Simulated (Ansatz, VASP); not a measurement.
RbYSc: VASP beside Ansatz

```
Rb Y Sc
1.0
     4.02597    0.00000    0.00000
     0.00000    4.02597    0.00000
     0.00000    0.00000    9.20632
Rb Y Sc
2 2 2
Direct
  0.50000 0.00000 0.67877
  0.00000 0.50000 0.32123
  0.00000 0.00000 0.00000
  0.50000 0.50000 0.00000
  0.00000 0.50000 0.85977
  0.50000 0.00000 0.14023
```

Change from the starting cell: species swapped into the SbBrO type (P4/nmm, No. 129).

Alike in both runs: task relaxation of cell and atoms; functional PBE; k mesh 4 × 4 × 2; occupations gaussian, width 0.1 eV; no spin polarisation.

|  | VASP | Ansatz |
| --- | --- | --- |
| version | VASP 6.6.1 | Ansatz 0.2.0 |
| potentials or method | VASP PAW PBE potentials, release 64 (Rb_sv, Y_sv, Sc_sv), cutoff 600 eV | scalar-relativistic, plane waves, PAW |
| valence electrons in the cell | 62 | 62 |

Ansatz gave:

```
gap on the k mesh at the Fermi level, each at its own relaxed structure (eV) : none
relaxed volume (Å³/atom)                                                     : 47.19
relaxed cell length with the largest relative difference (Å)                 : 12.951
```

**Question.** Which values does VASP return?

**Answer.** gap on the k mesh at the Fermi level, each at its own relaxed structure (eV): none; relaxed volume (Å³/atom): 46.00; relaxed cell length with the largest relative difference (Å): 12.667.

A gap of «none» marks a metal or a gap that the smearing closes.

The k mesh is coarse, so the values compare programs but aren't converged. Noted on VASP's run: the volume moved by over 15 % at a fixed basis, so the end points are rough.
